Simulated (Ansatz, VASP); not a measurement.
**Zr2H3: VASP beside Ansatz**

```
Zr H
1.0
     5.05175    0.00000    0.00000
    -2.52588    4.37495    0.00000
     0.00000    0.00000    3.77832
Zr H
2 3
Direct
  0.33333 0.66667 0.00000
  0.66667 0.33333 0.00000
  0.33333 0.66667 0.50000
  0.66667 0.33333 0.50000
  0.00000 0.00000 0.50000
```

Alike in both runs: functional PBE; k mesh 6 × 6 × 4; occupations gaussian, width 0.1 eV; no spin polarisation.

Ansatz relaxed the structure, and its values are those at the end. VASP's run is a single point on that final structure, the one shown.

|  | VASP | Ansatz |
| --- | --- | --- |
| version | VASP 6.6.1 | Ansatz 0.2.0 |
| potentials or method | VASP PAW PBE potentials, release 64 (Zr_sv, H), cutoff 520 eV | scalar-relativistic, plane waves, PAW |
| valence electrons in the cell | 27 | 27 |

```tsv
	VASP	Ansatz	Ansatz less VASP
gap on the k mesh at the Fermi level (eV)	none	none	-
pressure (GPa)	0.1	0.1	+0.05
```

A gap of «none» marks a metal or a gap that the smearing closes.

The k mesh is coarse, so the values compare programs but aren't converged.
